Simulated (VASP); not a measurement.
# Mn2C (P6/mmm) in VASP: single point with PBE

Aim: the single point of Mn2C with PBE.

Everything below comes from runs of VASP 6.6.1. Logs are shortened: lines on timing, memory, paths and dates and some standing lists are left out, and cuts for length are marked.

### 1 The cell of the first run

It takes space group P6/mmm (No. 191, hexagonal). Conventional cell: a = 3.600 Å, b = 3.600 Å, c = 2.532 Å, α = 90.00°, β = 90.00°, γ = 120.00°. Within 2.8 Å of Mn (site symmetry -6m2) lie 5 Mn at 2.08 to 2.53 Å and 6 C at 2.43 Å. C (site symmetry 6/mmm) has 12 Mn at 2.43 Å and 2 C at 2.53 Å within 3.2 Å.

The cell was generated, and may not be a known phase.

### 2 Single point, PBE, collinear spin, ferromagnetic start

Input file INCAR:

```
PREC     = Accurate       # precision mode
ENCUT    = 700            # plane-wave cutoff, eV
EDIFF    = 1E-6           # SCF threshold, eV
ISMEAR   = 0              # smearing method
SIGMA    = 0.1            # smearing width, eV
LREAL    = F              # projectors in reciprocal space
LASPH    = T              # aspherical terms in the spheres
NELM     = 200            # most SCF steps
ALGO     = Normal         # electronic algorithm
ISIF     = 2              # what is computed and relaxed
LWAVE    = F              # write WAVECAR
LCHARG   = T              # write CHGCAR
ISPIN    = 2              # spin polarisation
MAGMOM   = 4 4 0          # initial moments
LORBIT   = 11             # projections on sites
LMAXMIX  = 4              # l up to which the mixer works
GGA      = PE             # functional
LELF     = T              # ELF
LVHAR    = T            
NBANDS   = 28             # bands
GGA_COMPAT= F
```

Input file KPOINTS:

```
Automatic mesh
0
Gamma
  6 6 4
```

Input file POSCAR:

```
Mn2C
1.0
    3.5997079518     -0.0000000028      0.0000000000
   -1.7998539734      3.1174385339      0.0000000000
    0.0000000000      0.0000000000      2.5324156850
Mn C
2 1
Direct
    0.3333333333      0.6666666667      0.5000000000
    0.6666666667      0.3333333333      0.5000000000
    0.0000000000      0.0000000000      0.0000000000
```

Potentials or basis: VASP PAW PBE potentials, release 64 (Mn_sv, C).

Command:

```bash
$ cat potpaw_PBE.64/Mn_sv/POTCAR potpaw_PBE.64/C/POTCAR > POTCAR
$ mpirun -np 1 vasp_std > vasp.out
```

OUTCAR:

```text
PREC = Accurate
   ENCUT = 700
   EDIFF = 1E-6
   ISMEAR = 0
   LREAL = F
   LASPH = T
   NELM = 200
   ISIF = 2
   ISPIN = 2
   LORBIT = 11
   GGA = PE

 ion  position               nearest neighbor table
   1  0.333  0.667  0.500-   2 2.08   2 2.08   2 2.08
   2  0.667  0.333  0.500-   1 2.08   1 2.08   1 2.08
   3  0.000  0.000  0.000-

  LATTYP: Found a hexagonal cell.
 ALAT       =     3.5997079518
 C/A-ratio  =     0.7035058730

  Lattice vectors:

 A1 = (   3.5997079518,  -0.0000000028,   0.0000000000)
 A2 = (  -1.7998539734,   3.1174385339,   0.0000000000)
 A3 = (   0.0000000000,   0.0000000000,   2.5324156850)

Analysis of symmetry for initial positions (statically):
=====================================================================
 Subroutine PRICEL returns:
 Original cell was already a primitive cell.

 Routine SETGRP: Setting up the symmetry group for a
 hexagonal supercell.

 Subroutine GETGRP returns: Found 24 space group operations
 (whereof 24 operations were pure point group operations)
 out of a pool of 24 trial point group operations.

The static configuration has the point symmetry D_6h.

Analysis of symmetry for dynamics (positions and initial velocities):
=====================================================================
 Subroutine PRICEL returns:
 Original cell was already a primitive cell.

 Routine SETGRP: Setting up the symmetry group for a
 hexagonal supercell.

 Subroutine GETGRP returns: Found 24 space group operations
 (whereof 24 operations were pure point group operations)
 out of a pool of 24 trial point group operations.

The dynamic configuration has the point symmetry D_6h.

Analysis of structural, dynamic, and magnetic symmetry:
=====================================================================
 Subroutine PRICEL returns:
 Original cell was already a primitive cell.

 Routine SETGRP: Setting up the symmetry group for a
 hexagonal supercell.

 Subroutine GETGRP returns: Found 24 space group operations
 (whereof 24 operations were pure point group operations)
 out of a pool of 24 trial point group operations.

The overall configuration has the point symmetry D_6h.

 Subroutine INISYM returns: Found 24 space group operations
 (whereof 24 operations are pure point group operations),
 and found     1 'primitive' translations

----------------------------------------------------------------------------------------

                                     Primitive cell

  volume of cell :      28.4184

  direct lattice vectors                    reciprocal lattice vectors
     3.599707952 -0.000000003  0.000000000     0.277800314  0.160388086  0.000000000
    -1.799853973  3.117438534  0.000000000     0.000000000  0.320776172  0.000000000
     0.000000000  0.000000000  2.532415685     0.000000000  0.000000000  0.394879879

  length of vectors
     3.599707952  3.599707952  2.532415685     0.320776172  0.320776172  0.394879879

  position of ions in fractional coordinates (direct lattice)
     0.333333333  0.666666667  0.500000000
     0.666666667  0.333333333  0.500000000
     0.000000000  0.000000000  0.000000000

  ion indices of the primitive-cell ions
   primitive index   ion index
                 1           1
                 2           2
                 3           3

----------------------------------------------------------------------------------------

 KPOINTS: Automatic mesh

Automatic generation of k-mesh.
 Grid dimensions read from file:
 generate k-points for:    6    6    4

 Generating k-lattice:

  Cartesian coordinates                     Fractional coordinates (reciprocal lattice)
     0.046300052  0.026731348  0.000000000     0.166666667  0.000000000  0.000000000
     0.000000000  0.053462695  0.000000000     0.000000000  0.166666667  0.000000000
     0.000000000  0.000000000  0.098719970     0.000000000  0.000000000  0.250000000

  Length of vectors
     0.053462695  0.053462695  0.098719970

  Shift w.r.t. Gamma in fractional coordinates (k-lattice)
     0.000000000  0.000000000  0.000000000

 Subroutine IBZKPT returns following result:
 ===========================================

 Found     21 irreducible k-points:

 Following reciprocal coordinates:
            Coordinates               Weight
  0.000000  0.000000  0.000000      1.000000
  0.166667  0.000000  0.000000      6.000000
  0.333333  0.000000  0.000000      6.000000
  0.500000  0.000000  0.000000      3.000000
  0.166667  0.166667  0.000000      6.000000
  0.333333  0.166667  0.000000     12.000000
[... 13 lines left out ...]
  0.333333  0.166667  0.500000     12.000000
  0.333333  0.333333  0.500000      2.000000
   k-points           NKPTS =     21   k-points in BZ     NKDIM =     21   number of bands    NBANDS=     28
   number of dos      NEDOS =    301   number of ions     NIONS =      3
   total plane-waves  NPLWV =  24576
   dimension x,y,z NGX =    32 NGY =   32 NGZ =   24
   dimension x,y,z NGXF=    64 NGYF=   64 NGZF=   48
   ions per type =               2   1
   NGX,Y,Z   is equivalent  to a cutoff of  14.78, 14.78, 15.76 a.u.
   NGXF,Y,Z  is equivalent  to a cutoff of  29.56, 29.56, 31.51 a.u.
 SYSTEM =  unknown system
   PREC   = accura    normal or accurate (medium, high low for compatibility)
   ISTART =      0    job   : 0-new  1-cont  2-samecut
   ICHARG =      2    charge: 1-file 2-atom 10-const
   ISPIN  =      2    spin polarized calculation?
   LNONCOLLINEAR =      F non collinear calculations
   LSORBIT =      F    spin-orbit coupling
   LASPH  =      T    aspherical Exc in radial PAW
   ENCUT  =  700.0 eV  51.45 Ry    7.17 a.u.   7.77  7.77  5.46*2*pi/ulx,y,z
   NELM   =    200;   NELMIN=  2; NELMDL= -5     # of ELM steps
   EDIFF  = 0.1E-05   stopping-criterion for ELM
   LREAL  =      F    real-space projection
[... 7 lines left out ...]
   TEBEG  =    0.0;   TEEND  =   0.0 temperature during run
   PSTRESS=    0.0 pullay stress
   NELECT =      34.0000    total number of electrons
   NUPDOWN=      -1.0000    fix difference up-down
   EMIN   =  10.00;   EMAX   =-10.00  energy-range for DOS
   EFERMI =   0.00;   METHOD = LEGACY
   ISMEAR =     0;   SIGMA  =   0.10  broadening in eV -4-tet -1-fermi 0-gaus
   EFERMI_NEDOS =   21; number of points for ismear=-14 and -15
   IALGO  =     38    algorithm
   IMIX   =      4    mixing-type and parameters
     AMIX     =   0.40;   BMIX     =  1.00
     AMIX_MAG =   1.60;   BMIX_MAG =  1.00
  volume/ion in A,a.u.               =       9.47        63.93
  Fermi-wavevector in a.u.,A,eV,Ry     =   1.737939  3.284228 41.095450  3.020430
  Thomas-Fermi vector in A             =   2.811066
   LORBIT       =     11    0 simple, 1 ext, 2 COOP (PROOUT), +10 PAW based schemes
   GGA     = PE    functional components
   LHFCALC =     F    Hartree Fock is set to
   AEXX    =    0.0000 exact exchange contribution
   IVDW    =     0    specifies the selected vdW correction
   LEPSILON=     F    determine dielectric tensor
   LRPA    =     F    only Hartree local field effects (RPA)
 spin polarized calculation
 Gauss-broadening in eV      SIGMA  =   0.10
  energy-cutoff  :      700.00
  volume of cell :       28.42
 maximum number of plane-waves:      1241
 NGX is ok and might be reduce to    32
   NGX = 15   NGY = 15   NGZ = 11

 number of electron      33.9999989 magnetization      -0.0110964

 number of electron      33.9999989 magnetization       0.0008287

 Free energy of the ion-electron system (eV)
  ---------------------------------------------------
  ext. energy  EPLUGINS =         0.00000000
  ---------------------------------------------------
  free energy    TOTEN  =       -23.13195359 eV

  energy without entropy =      -23.12197704  energy(sigma->0) =      -23.12696532

 E-fermi :  13.0186     XC(G=0): -13.7214

 val. band max:       13.0067253598   @ k =   0.3333   0.0000   0.2500
 cond. band min:      13.1276499518   @ k =   0.3333   0.1667   0.0000
 fundamental gap:      0.1209245920
 Fermi energy:        13.0186103463

 spin component 1

 k-point     1 :       0.0000    0.0000    0.0000
  band No.  band energies     occupation
      1     -66.7282      1.00000
      2     -66.2007      1.00000
      3     -35.9297      1.00000
      4     -35.9297      1.00000
      5     -35.1838      1.00000
      6     -34.8663      1.00000
[... 20 lines left out ...]
     27      28.4322      0.00000
     28      32.7038      0.00000

 k-point     2 :       0.1667    0.0000    0.0000
  band No.  band energies     occupation
      1     -66.6978      1.00000
      2     -66.2327      1.00000
      3     -35.9600      1.00000
      4     -35.8727      1.00000
      5     -35.1652      1.00000
      6     -34.8851      1.00000
[... 20 lines left out ...]
     27      29.2050      0.00000
     28      32.0396      0.00000

 k-point     3 :       0.3333    0.0000    0.0000
  band No.  band energies     occupation
      1     -66.6191      1.00000
      2     -66.3147      1.00000
      3     -36.0164      1.00000
      4     -35.7363      1.00000
      5     -35.1170      1.00000
      6     -34.9337      1.00000
[... 522 lines left out ...]
      2     -66.3406      1.00000
      3     -36.0202      1.00000
      4     -35.5400      1.00000
      5     -35.4221      1.00000
      6     -35.2919      1.00000
[... 20 lines left out ...]
     27      26.0198      0.00000
     28      31.1376      0.00000

 k-point    21 :       0.3333    0.3333    0.5000
  band No.  band energies     occupation
      1     -66.4278      1.00000
      2     -66.4278      1.00000
      3     -36.0538      1.00000
      4     -35.3570      1.00000
      5     -35.3570      1.00000
      6     -35.2869      1.00000
[... 20 lines left out ...]
     27      27.2057      0.00000
     28      30.9196      0.00000
 Fermi energy:        13.0186103463

 spin component 2

 k-point     1 :       0.0000    0.0000    0.0000
  band No.  band energies     occupation
      1     -66.7278      1.00000
      2     -66.2003      1.00000
      3     -35.9294      1.00000
      4     -35.9294      1.00000
      5     -35.1833      1.00000
      6     -34.8658      1.00000
[... 20 lines left out ...]
     27      28.4322      0.00000
     28      32.7040      0.00000

 k-point     2 :       0.1667    0.0000    0.0000
  band No.  band energies     occupation
      1     -66.6975      1.00000
      2     -66.2323      1.00000
      3     -35.9597      1.00000
      4     -35.8724      1.00000
      5     -35.1647      1.00000
      6     -34.8846      1.00000
[... 20 lines left out ...]
     27      29.2054      0.00000
     28      32.0399      0.00000

 k-point     3 :       0.3333    0.0000    0.0000
  band No.  band energies     occupation
      1     -66.6187      1.00000
      2     -66.3143      1.00000
      3     -36.0161      1.00000
      4     -35.7360      1.00000
      5     -35.1165      1.00000
      6     -34.9332      1.00000
[... 523 lines left out ...]
      3     -36.0199      1.00000
      4     -35.5397      1.00000
      5     -35.4216      1.00000
      6     -35.2914      1.00000
[... 20 lines left out ...]
     27      26.0199      0.00000
     28      31.1378      0.00000

 k-point    21 :       0.3333    0.3333    0.5000
  band No.  band energies     occupation
      1     -66.4274      1.00000
      2     -66.4274      1.00000
      3     -36.0535      1.00000
      4     -35.3565      1.00000
      5     -35.3565      1.00000
      6     -35.2866      1.00000
[... 20 lines left out ...]
     27      27.2059      0.00000
     28      30.9199      0.00000

------------------------ aborting loop because EDIFF is reached ----------------------------------------

  FORCE on cell =-STRESS in cart. coord.  units (eV):
  Direction    XX          YY          ZZ          XY          YZ          ZX
  --------------------------------------------------------------------------------------
  -------------------------------------------------------------------------------------
  Total       -0.1195469     -0.1195469     -0.1744031     -0.0000000     -0.0000000      0.0000000
  in kB       -6.7398259     -6.7398259     -9.8325138     -0.0000000     -0.0000000      0.0000000
  external PRESSURE =      -7.7707219 kB  Pullay stress =       0.0000000 kB

 VOLUME and BASIS-vectors are now :
 -----------------------------------------------------------------------------
  energy-cutoff  :      700.00
  volume of cell :       28.42
      direct lattice vectors                 reciprocal lattice vectors
     3.599707952 -0.000000003  0.000000000     0.277800314  0.160388086  0.000000000
    -1.799853973  3.117438534  0.000000000     0.000000000  0.320776172  0.000000000
     0.000000000  0.000000000  2.532415685     0.000000000  0.000000000  0.394879879

 POSITION                                       TOTAL-FORCE (eV/Angst)
 -----------------------------------------------------------------------------------
      0.00000      2.07829      1.26621        -0.000000     -0.000000      0.000000
      1.79985      1.03915      1.26621         0.000000      0.000000      0.000000
      0.00000      0.00000      0.00000         0.000000     -0.000000      0.000000
 -----------------------------------------------------------------------------------
    total drift:                               -0.000000      0.000000      0.000000

  FREE ENERGIE OF THE ION-ELECTRON SYSTEM (eV)
  ---------------------------------------------------
  free  energy   TOTEN  =       -23.1319535940 eV

  energy  without entropy=      -23.1219770433  energy(sigma->0) =      -23.12696532

 total charge

# of ion       s       p       d       tot
------------------------------------------
    1        2.225   6.067   4.920  13.213
    2        2.225   6.067   4.920  13.213
    3        0.891   1.253   0.000   2.144
--------------------------------------------------
tot          5.342  13.386   9.841  28.569

 magnetization (x)

# of ion       s       p       d       tot
------------------------------------------
    1        0.000   0.000   0.000   0.000
    2        0.000   0.000   0.000   0.000
    3        0.000   0.000   0.000   0.000
--------------------------------------------------
tot          0.000   0.000   0.000   0.000
```

Wall time 37 s (1 thread of Intel Xeon Platinum 8488C (Sapphire Rapids), shared host); peak memory 0.2 GiB.

What came out:

```
Free energy                                           : -23.1320 eV
Pressure                                              : -0.8 GPa
Band gap on the k mesh                                : zero (filled and empty bands overlap)
Net moment                                            : 0.00 μB per cell
Valence electrons inside the program's atomic spheres : Mn 13.21; C 2.14
```

Stress tensor (GPa, compression positive):
```
-0.67  0.00  0.00
 0.00 -0.67  0.00
 0.00  0.00 -0.98
```

Caveat: the k points lie up to 0.62 Å⁻¹ apart, too coarse for converged energies and pressures of a metal; atoms lie so close that the PAW spheres overlap strongly, which falsifies energies and pressures; the moments typed at the start vanished in this run.

The gap in the log of VASP goes by the Fermi energy; the results here count the filled bands.